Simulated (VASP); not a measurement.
Here is a VASP 6.6.1 calculation.

File INCAR:

```
SYSTEM = BaS
PREC = Accurate
ENCUT = 520
EDIFF = 1E-6
ISMEAR = -1
SIGMA = 0.02
LREAL = .False.
LASPH = .True.
NELM = 80
ALGO = Normal
ISIF = 2
LWAVE = .False.
LCHARG = .False.
GGA = PS
NBANDS = 15
```

KPOINTS

```
regular mesh
0
Gamma
  8 8 8
  0 0 0
```

The input POSCAR:

```
BaS
1.0
    0.0000000000      3.1396081846      3.1396081846
    3.1396081846      0.0000000000      3.1396081846
    3.1396081846      3.1396081846      0.0000000000
Ba S
1 1
Direct
    0.0000000000      0.0000000000      0.0000000000
    0.5000000000      0.5000000000      0.5000000000
```

Potentials or basis: VASP PAW PBE potentials, release 64 (Ba_sv, S).

Run with:

```sh
$ cat potpaw_PBE.64/Ba_sv/POTCAR potpaw_PBE.64/S/POTCAR > POTCAR
$ mpirun -np 1 vasp_std > vasp.out
```

**Question.** Estimate the pressure.

**Answer.** 2.0 GPa.

**Question.** What does it give for the band gap on the k mesh?

**Answer.** 1.88 eV, indirect (least direct gap 1.99 eV).

Caveat: the PAW data sets were made with another functional, which shifts forces and pressure a little; spin-orbit coupling is left out, which moves the levels of the heavy elements. A k mesh can miss the band edges.
